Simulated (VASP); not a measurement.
# FeSi (P2_13) in VASP: further runs

Runs on FeSi. Level: r2SCAN. Tasks: single point.

All numbers are computed with VASP 6.6.1; they aren't measurements. Logs are shortened: lines on timing, memory, paths and dates and some standing lists are left out, and cuts for length are marked.

## Step 1: The cell of the first run

The structure is cubic, space group P2_13 (No. 198). The conventional cell has a = 4.403 Å, b = 4.403 Å, c = 4.403 Å, α = 90.00°, β = 90.00°, γ = 90.00°. Within 3.0 Å of Fe (site symmetry 3) lie 7 Si at 2.25 to 2.47 Å and 6 Fe at 2.70 Å. Si (site symmetry 3) has 7 Fe at 2.25 to 2.47 Å and 6 Si at 2.73 Å within 3.0 Å.

## Step 2: Single point, r2SCAN

POSCAR

```
FeSi
1.0
    4.4032810317      0.0000000000      0.0000000000
    0.0000000000      4.4032810317      0.0000000000
    0.0000000000      0.0000000000      4.4032810317
Fe Si
4 4
Direct
    0.1366552798      0.1366552798      0.1366552798
    0.3633447202      0.8633447202      0.6366552798
    0.6366552798      0.3633447202      0.8633447202
    0.8633447202      0.6366552798      0.3633447202
    0.8411204438      0.8411204438      0.8411204438
    0.6588795562      0.1588795562      0.3411204438
    0.3411204438      0.6588795562      0.1588795562
    0.1588795562      0.3411204438      0.6588795562
```

INCAR.step1

```
SYSTEM = FeSi
PREC = Accurate ; ENCUT = 520
ISMEAR = 0 ; SIGMA = 0.1
LREAL = .False. ; LASPH = .True.
NELM = 100 ; NBANDS = 34
GGA = PE ; ALGO = Normal
EDIFF = 1E-4 ; LWAVE = .True.
LCHARG = .False.
```

INCAR.step2

```
SYSTEM = FeSi
PREC = Accurate ; ENCUT = 520
EDIFF = 1E-6 ; ISMEAR = 0
SIGMA = 0.1 ; LREAL = .False.
LASPH = .True. ; NELM = 100
ALGO = Normal ; ISIF = 2
LWAVE = .False. ; LCHARG = .False.
METAGGA = R2SCAN ; LMIXTAU = .True.
NBANDS = 34 ; ISTART = 1
```

KPOINTS

```
regular mesh
0
Gamma
  4 4 4
  0 0 0
```

Potentials or basis: VASP PAW PBE potentials, release 64 (Fe, Si).

Started as:

```
cat potpaw_PBE.64/Fe/POTCAR potpaw_PBE.64/Si/POTCAR > POTCAR
cp INCAR.step1 INCAR
mpirun -np 1 vasp_std > vasp.out
cp INCAR.step2 INCAR
mpirun -np 1 vasp_std > vasp.out
```

OUTCAR:

```text
SYSTEM = FeSi
   PREC = Accurate
   ENCUT = 520
   EDIFF = 1E-6
   ISMEAR = 0
   LREAL = .False.
   LASPH = .True.
   NELM = 100
   ISIF = 2
   METAGGA = R2SCAN
   ISTART = 1

 ion  position               nearest neighbor table
   1  0.137  0.137  0.137-   5 2.25   6 2.29   7 2.29   8 2.29   7 2.47   8 2.47   6 2.47   3 2.70
                             4 2.70   2 2.70   2 2.70   4 2.70   3 2.70
   2  0.363  0.863  0.637-   6 2.25   5 2.29   7 2.29   8 2.29   7 2.47   8 2.47   5 2.47   1 2.70
                             1 2.70   3 2.70   3 2.70   4 2.70   4 2.70
   3  0.637  0.363  0.863-   7 2.25   6 2.29   5 2.29   8 2.29   8 2.47   6 2.47   5 2.47   1 2.70
                             4 2.70   2 2.70   2 2.70   4 2.70   1 2.70
   4  0.863  0.637  0.363-   8 2.25   6 2.29   7 2.29   5 2.29   6 2.47   5 2.47   7 2.47   1 2.70
                             3 2.70   2 2.70   1 2.70   2 2.70   3 2.70
   5  0.841  0.841  0.841-   1 2.25   2 2.29   3 2.29   4 2.29   3 2.47   4 2.47   2 2.47   6 2.73
                             7 2.73   8 2.73   6 2.73   8 2.73   7 2.73
   6  0.659  0.159  0.341-   2 2.25   1 2.29   3 2.29   4 2.29   3 2.47   4 2.47   1 2.47   8 2.73
                             5 2.73   5 2.73   7 2.73   7 2.73   8 2.73
   7  0.341  0.659  0.159-   3 2.25   2 2.29   1 2.29   4 2.29   4 2.47   2 2.47   1 2.47   8 2.73
                             5 2.73   8 2.73   6 2.73   6 2.73   5 2.73
   8  0.159  0.341  0.659-   4 2.25   2 2.29   3 2.29   1 2.29   2 2.47   1 2.47   3 2.47   7 2.73
                             5 2.73   7 2.73   5 2.73   6 2.73   6 2.73

  LATTYP: Found a simple cubic cell.
 ALAT       =     4.4032810317

  Lattice vectors:

 A1 = (   4.4032810317,   0.0000000000,   0.0000000000)
 A2 = (   0.0000000000,   4.4032810317,   0.0000000000)
 A3 = (   0.0000000000,   0.0000000000,   4.4032810317)

Analysis of symmetry for initial positions (statically):
=====================================================================
 Subroutine PRICEL returns:
 Original cell was already a primitive cell.

 Routine SETGRP: Setting up the symmetry group for a
 simple cubic supercell.

 Subroutine GETGRP returns: Found 12 space group operations
 (whereof  3 operations were pure point group operations)
 out of a pool of 48 trial point group operations.

The static configuration has the point symmetry C_3 .
 The point group associated with its full space group is T   .

Analysis of symmetry for dynamics (positions and initial velocities):
=====================================================================
 Subroutine PRICEL returns:
 Original cell was already a primitive cell.

 Routine SETGRP: Setting up the symmetry group for a
 simple cubic supercell.

 Subroutine GETGRP returns: Found 12 space group operations
 (whereof  3 operations were pure point group operations)
 out of a pool of 48 trial point group operations.

The dynamic configuration has the point symmetry C_3 .
 The point group associated with its full space group is T   .

 Subroutine INISYM returns: Found 12 space group operations
 (whereof  3 operations are pure point group operations),
 and found     1 'primitive' translations

----------------------------------------------------------------------------------------

                                     Primitive cell

  volume of cell :      85.3747

  direct lattice vectors                    reciprocal lattice vectors
     4.403281032  0.000000000  0.000000000     0.227103379  0.000000000  0.000000000
     0.000000000  4.403281032  0.000000000     0.000000000  0.227103379  0.000000000
     0.000000000  0.000000000  4.403281032     0.000000000  0.000000000  0.227103379

  length of vectors
     4.403281032  4.403281032  4.403281032     0.227103379  0.227103379  0.227103379

  position of ions in fractional coordinates (direct lattice)
     0.136655280  0.136655280  0.136655280
     0.363344720  0.863344720  0.636655280
     0.636655280  0.363344720  0.863344720
     0.863344720  0.636655280  0.363344720
     0.841120444  0.841120444  0.841120444
     0.658879556  0.158879556  0.341120444
     0.341120444  0.658879556  0.158879556
     0.158879556  0.341120444  0.658879556

  ion indices of the primitive-cell ions
   primitive index   ion index
                 1           1
                 2           2
                 3           3
                 4           4
                 5           5
                 6           6
                 7           7
                 8           8

----------------------------------------------------------------------------------------

 KPOINTS: regular mesh

Automatic generation of k-mesh.
 Grid dimensions read from file:
 generate k-points for:    4    4    4

 Generating k-lattice:

  Cartesian coordinates                     Fractional coordinates (reciprocal lattice)
     0.056775845  0.000000000  0.000000000     0.250000000  0.000000000  0.000000000
     0.000000000  0.056775845  0.000000000     0.000000000  0.250000000  0.000000000
     0.000000000  0.000000000  0.056775845     0.000000000  0.000000000  0.250000000

  Length of vectors
     0.056775845  0.056775845  0.056775845

  Shift w.r.t. Gamma in fractional coordinates (k-lattice)
     0.000000000  0.000000000  0.000000000

 Subroutine IBZKPT returns following result:
 ===========================================

 Found     11 irreducible k-points:

 Following reciprocal coordinates:
            Coordinates               Weight
  0.000000  0.000000  0.000000      1.000000
  0.250000  0.000000  0.000000      6.000000
  0.500000  0.000000  0.000000      3.000000
  0.250000  0.250000  0.000000     12.000000
  0.500000  0.250000  0.000000      6.000000
 -0.250000  0.500000  0.000000      6.000000
  0.500000  0.500000  0.000000      3.000000
  0.250000  0.250000  0.250000      8.000000
  0.500000  0.250000  0.250000     12.000000
  0.500000  0.500000  0.250000      6.000000
  0.500000  0.500000  0.500000      1.000000
   k-points           NKPTS =     11   k-points in BZ     NKDIM =     11   number of bands    NBANDS=     34
   number of dos      NEDOS =    301   number of ions     NIONS =      8
   total plane-waves  NPLWV =  46656
   dimension x,y,z NGX =    36 NGY =   36 NGZ =   36
   dimension x,y,z NGXF=    72 NGYF=   72 NGZF=   72
   ions per type =               4   4
   NGX,Y,Z   is equivalent  to a cutoff of  13.59, 13.59, 13.59 a.u.
   NGXF,Y,Z  is equivalent  to a cutoff of  27.18, 27.18, 27.18 a.u.
 SYSTEM =  FeSi
   PREC   = accura    normal or accurate (medium, high low for compatibility)
   ISTART =      1    job   : 0-new  1-cont  2-samecut
   ICHARG =      0    charge: 1-file 2-atom 10-const
   ISPIN  =      1    spin polarized calculation?
   LNONCOLLINEAR =      F non collinear calculations
   LSORBIT =      F    spin-orbit coupling
   LASPH  =      T    aspherical Exc in radial PAW
   ENCUT  =  520.0 eV  38.22 Ry    6.18 a.u.   8.19  8.19  8.19*2*pi/ulx,y,z
   NELM   =    100;   NELMIN=  2; NELMDL=  0     # of ELM steps
   EDIFF  = 0.1E-05   stopping-criterion for ELM
   LREAL  =      F    real-space projection
   EDIFFG = 0.1E-04   stopping-criterion for IOM
   NSW    =      0    number of steps for IOM
   IBRION =     -1    ionic relax: 0-MD 1-quasi-New 2-CG
   NFREE  =      0    steps in history (QN), initial steepest desc. (CG)
   ISIF   =      2    stress and relaxation
   ISYM   =      2    0-nonsym 1-usesym 2-fastsym
   POTIM  = 0.5000    time-step for ionic-motion
   TEBEG  =    0.0;   TEEND  =   0.0 temperature during run
   PSTRESS=    0.0 pullay stress
   NELECT =      48.0000    total number of electrons
   NUPDOWN=      -1.0000    fix difference up-down
   EMIN   =  10.00;   EMAX   =-10.00  energy-range for DOS
   EFERMI =   0.00;   METHOD = LEGACY
   ISMEAR =     0;   SIGMA  =   0.10  broadening in eV -4-tet -1-fermi 0-gaus
   EFERMI_NEDOS =   21; number of points for ismear=-14 and -15
   IALGO  =     38    algorithm
   IMIX   =      4    mixing-type and parameters
     AMIX     =   0.40;   BMIX     =  1.00
     AMIX_MAG =   1.60;   BMIX_MAG =  1.00
  volume/ion in A,a.u.               =      10.67        72.02
  Fermi-wavevector in a.u.,A,eV,Ry     =   1.351177  2.553354 24.839866  1.825679
  Thomas-Fermi vector in A             =   2.478620
   LORBIT       =      0    0 simple, 1 ext, 2 COOP (PROOUT), +10 PAW based schemes
   METAGGA = R2SCAN    functional components
   LHFCALC =     F    Hartree Fock is set to
   AEXX    =    0.0000 exact exchange contribution
   IVDW    =     0    specifies the selected vdW correction
   LEPSILON=     F    determine dielectric tensor
   LRPA    =     F    only Hartree local field effects (RPA)
 non-spin polarized calculation
 Gauss-broadening in eV      SIGMA  =   0.10
  energy-cutoff  :      520.00
  volume of cell :       85.37
 maximum number of plane-waves:      2325
 NGX is ok and might be reduce to    36
   NGX = 17   NGY = 17   NGZ = 17

 number of electron      48.0000004 magnetization

 Free energy of the ion-electron system (eV)
  ---------------------------------------------------
  ext. energy  EPLUGINS =         0.00000000
  ---------------------------------------------------
  free energy    TOTEN  =       -94.76623913 eV

  energy without entropy =      -94.76524469  energy(sigma->0) =      -94.76574191

 E-fermi :  10.1559     XC(G=0): -13.9798

 val. band max:        9.9895898230   @ k =   0.2500   0.0000   0.0000
 cond. band min:      10.3378238561   @ k =   0.2500   0.2500   0.0000
 fundamental gap:      0.3482340330
 Fermi energy:        10.1559413244

 k-point     1 :       0.0000    0.0000    0.0000
  band No.  band energies     occupation
      1      -4.1957      2.00000
      2       1.5919      2.00000
      3       1.5919      2.00000
      4       1.5919      2.00000
      5       4.5317      2.00000
      6       4.5317      2.00000
[... 26 lines left out ...]
     33      14.6560      0.00000
     34      14.6560      0.00000
[... 339 lines left out ...]
      4       0.2944      2.00000
      5       3.0019      2.00000
      6       3.0019      2.00000
[... 26 lines left out ...]
     33      16.6972      0.00000
     34      16.6972      0.00000

------------------------ aborting loop because EDIFF is reached ----------------------------------------

  FORCE on cell =-STRESS in cart. coord.  units (eV):
  Direction    XX          YY          ZZ          XY          YZ          ZX
  --------------------------------------------------------------------------------------
  -------------------------------------------------------------------------------------
  Total        0.2021393      0.2021393      0.2021393      0.0000000      0.0000000     -0.0000000
  in kB        3.7934306      3.7934306      3.7934306      0.0000000      0.0000000     -0.0000000
  external PRESSURE =       3.7934306 kB  Pullay stress =       0.0000000 kB

 VOLUME and BASIS-vectors are now :
 -----------------------------------------------------------------------------
  energy-cutoff  :      520.00
  volume of cell :       85.37
      direct lattice vectors                 reciprocal lattice vectors
     4.403281032  0.000000000  0.000000000     0.227103379  0.000000000  0.000000000
     0.000000000  4.403281032  0.000000000     0.000000000  0.227103379  0.000000000
     0.000000000  0.000000000  4.403281032     0.000000000  0.000000000  0.227103379

 POSITION                                       TOTAL-FORCE (eV/Angst)
 -----------------------------------------------------------------------------------
      0.60173      0.60173      0.60173         0.021571      0.021571      0.021571
      1.59991      3.80155      2.80337        -0.021571     -0.021571      0.021571
      2.80337      1.59991      3.80155         0.021571     -0.021571     -0.021571
      3.80155      2.80337      1.59991        -0.021571      0.021571     -0.021571
      3.70369      3.70369      3.70369         0.002333      0.002333      0.002333
      2.90123      0.69959      1.50205        -0.002333     -0.002333      0.002333
      1.50205      2.90123      0.69959         0.002333     -0.002333     -0.002333
      0.69959      1.50205      2.90123        -0.002333      0.002333     -0.002333
 -----------------------------------------------------------------------------------
    total drift:                               -0.000001     -0.000001     -0.000000

  FREE ENERGIE OF THE ION-ELECTRON SYSTEM (eV)
  ---------------------------------------------------
  free  energy   TOTEN  =       -94.7662391260 eV

  energy  without entropy=      -94.7652446913  energy(sigma->0) =      -94.76574191
```

It took 1.9 min on 1 thread of AMD EPYC 9R45 (Zen 5), shared host; peak memory 0.19 GiB.

What came out:

* Free energy: -94.7662 eV
* Pressure: 0.4 GPa
* Largest force: 0.037 eV/Å
* Band gap on the k mesh: 0.35 eV (least direct gap 0.41 eV)

Forces on the atoms (eV/Å):
```
Fe   0.022  0.022  0.022
Fe  -0.022 -0.022  0.022
Fe   0.022 -0.022 -0.022
Fe  -0.022  0.022 -0.022
Si   0.002  0.002  0.002
Si  -0.002 -0.002  0.002
Si   0.002 -0.002 -0.002
Si  -0.002  0.002 -0.002
```

Levels at points of the mesh, in eV from the valence-band top:
```tsv
k point	band 20	band 21	band 22	band 23	band 24	band 25	band 26	band 27	band 28	band 29
(0.00, 0.00, 0.00)	-0.37	-0.37	-0.37	-0.10	-0.10	0.86	0.86	0.86	3.42	3.42
(0.50, 0.00, 0.00)	-1.38	-0.47	-0.47	-0.03	-0.03	0.39	0.39	1.98	1.98	2.55
(0.50, 0.50, 0.00)	-1.33	-1.09	-1.09	-0.43	-0.43	0.83	0.83	1.58	1.58	3.06
(0.50, 0.50, 0.50)	-0.80	-0.77	-0.77	-0.77	-0.77	0.74	0.74	0.74	0.74	6.35
```

Caveat: the PAW data sets were made with another functional, which shifts forces and pressure a little. A k mesh can miss the band edges.

## Step 3: Single point, r2SCAN

This run uses another cell than the first one, of 11.78 Å³/atom.

POSCAR

```
FeSi
1.0
    4.5507000000      0.0000000000      0.0000000000
    0.0000000000      4.5507000000      0.0000000000
    0.0000000000      0.0000000000      4.5507000000
Fe Si
4 4
Direct
    0.1365200000      0.1365200000      0.1365200000
    0.3634800000      0.8634800000      0.6365200000
    0.6365200000      0.3634800000      0.8634800000
    0.8634800000      0.6365200000      0.3634800000
    0.8424000000      0.8424000000      0.8424000000
    0.6576000000      0.1576000000      0.3424000000
    0.3424000000      0.6576000000      0.1576000000
    0.1576000000      0.3424000000      0.6576000000
```

INCAR.step1, as its differences from that of step 2:

```diff
@@ -4,3 +4,3 @@
 LREAL = .False. ; LASPH = .True.
-NELM = 100 ; NBANDS = 34
+NELM = 60 ; NBANDS = 34
 GGA = PE ; ALGO = Normal
```

INCAR.step2

```
SYSTEM = FeSi
PREC = Accurate ; ENCUT = 520
EDIFF = 1E-7 ; ISMEAR = 0
SIGMA = 0.1 ; LREAL = .False.
LASPH = .True. ; NELM = 60
ALGO = Normal ; ISIF = 2
LWAVE = .False. ; LCHARG = .False.
METAGGA = R2SCAN ; LMIXTAU = .True.
NBANDS = 34 ; ISTART = 1
```

KPOINTS is that of step 2.

Potentials or basis: VASP PAW PBE potentials, release 64 (Fe, Si).

Started as:

```
cat potpaw_PBE.64/Fe/POTCAR potpaw_PBE.64/Si/POTCAR > POTCAR
cp INCAR.step1 INCAR
mpirun -np 1 vasp_std > vasp.out
cp INCAR.step2 INCAR
mpirun -np 1 vasp_std > vasp.out
```

Wall time 2 min (1 thread of AMD EPYC 9R45 (Zen 5), shared host); peak memory 0.19 GiB.

It converged, with:

```
Free energy            : -94.1621 eV
Pressure               : -20.1 GPa
Largest force          : 0.305 eV/Å
Band gap on the k mesh : 0.31 eV (least direct gap 0.37 eV)
```

Forces on the atoms (eV/Å):
```
Fe  -0.176 -0.176 -0.176
Fe   0.176  0.176 -0.176
Fe  -0.176  0.176  0.176
Fe   0.176 -0.176  0.176
Si  -0.176 -0.176 -0.176
Si   0.176  0.176 -0.176
Si  -0.176  0.176  0.176
Si   0.176 -0.176  0.176
```

Levels at points of the mesh, in eV from the valence-band top:
```csv
k point,band 21,band 22,band 23,band 24,band 25,band 26,band 27,band 28
"(0.00, 0.00, 0.00)",-0.33,-0.33,-0.08,-0.08,0.73,0.73,0.73,2.90
"(0.50, 0.00, 0.00)",-0.40,-0.40,-0.04,-0.04,0.34,0.34,1.75,1.75
"(0.50, 0.50, 0.00)",-0.95,-0.95,-0.37,-0.37,0.72,0.72,1.37,1.37
"(0.50, 0.50, 0.50)",-0.65,-0.65,-0.65,-0.65,0.66,0.66,0.66,0.66
```

Caveat: the cell stands under tension; the PAW data sets were made with another functional, which shifts forces and pressure a little. A k mesh can miss the band edges.

(Part 1 of 2 ends here.)
